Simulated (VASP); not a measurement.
**Sb: single point with PBE**

Sb:

```xyz
2
Lattice="3.3654 0.0000 0.0000 -1.6827 2.9145 0.0000 0.0000 0.0000 5.5911" Properties=species:S:1:pos:R:3 pbc="T T T"
Sb    0.0000    1.9430    4.1933
Sb    1.6827    0.9715    1.3978
```

This isn't the form of Sb at room conditions, which is rhombohedral.

```json
{
 "Program": "VASP 6.6.1",
 "Task": "single point",
 "Functional": "PBE",
 "Potentials or basis": "VASP PAW PBE potentials, release 64 (Sb)",
 "Cutoff": "520 eV",
 "k mesh": "18 × 18 × 10",
 "Occupations": "gaussian, width 0.1 eV",
 "Spin": "no spin polarisation"
}
```

| Quantity | Value |
| --- | --- |
| Pressure | -0.2 GPa |
| Band gap on the k mesh | zero (bands 5 and 6 overlap by 7.60 eV) |

Levels at points of the mesh, in eV from the Fermi level:
| k point | band 3 | band 4 | band 5 | band 6 | band 7 | band 8 |
| --- | --- | --- | --- | --- | --- | --- |
| (0.00, 0.00, 0.00) | -5.79 | 3.62 | 3.62 | 4.95 | 5.14 | 5.14 |
| (0.50, 0.00, 0.00) | -4.44 | -3.21 | -2.25 | -0.16 | 0.45 | 3.48 |
| (0.00, 0.00, 0.50) | -1.07 | -1.07 | 4.37 | 4.37 | 4.37 | 4.37 |
| (0.50, 0.00, 0.50) | -5.28 | -5.28 | 1.57 | 1.57 | 1.61 | 1.61 |

Wall time 100 s on 1 thread of Intel(R) Xeon(R) Platinum 8488C (Sapphire Rapids), with other jobs on the host, peak memory 0.26 GiB.

Caveat: spin-orbit coupling is left out, which moves the levels of the heavy elements.
